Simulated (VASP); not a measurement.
Input of a VASP 6.6.1 run:

Contents of INCAR:

```
  PREC = Accurate
  ENCUT = 520
  EDIFF = 1E-6
  ISMEAR = 0
  SIGMA = 0.1
  LREAL = False
  LASPH = True
  NELM = 100
  ALGO = Normal
  ISIF = 2
  LWAVE = False
  LCHARG = True
  GGA = PE
  LELF = True
  LVHAR = True
  NBANDS = 31
```

File KPOINTS:

```
Automatic mesh
0
Gamma
  4 4 4
```

POSCAR

```
CaBiCl3
1.0
    5.6320657957      0.0000000000      0.0000000000
    0.0000000000      5.6320657957      0.0000000000
    0.0000000000      0.0000000000      5.6320657957
Ca Bi Cl
1 1 3
Direct
    0.0000000000      0.0000000000      0.0000000000
    0.5000000000      0.5000000000      0.5000000000
    0.0000000000      0.5000000000      0.5000000000
    0.5000000000      0.0000000000      0.5000000000
    0.5000000000      0.5000000000      0.0000000000
```

Potentials or basis: VASP PAW PBE potentials, release 64 (Ca_sv, Bi_d, Cl).

Launch:

```bash
$ cat potpaw_PBE.64/Ca_sv/POTCAR potpaw_PBE.64/Bi_d/POTCAR potpaw_PBE.64/Cl/POTCAR > POTCAR
$ mpirun -np 1 vasp_std > vasp.out
```

**Question.** Predict the band gap on the k mesh.

**Answer.** Zero (bands 23 and 24 overlap by 0.92 eV).

**Question.** Estimate the pressure.

**Answer.** 0.1 GPa.

Caveat: spin-orbit coupling is left out, which moves the levels of the heavy elements.
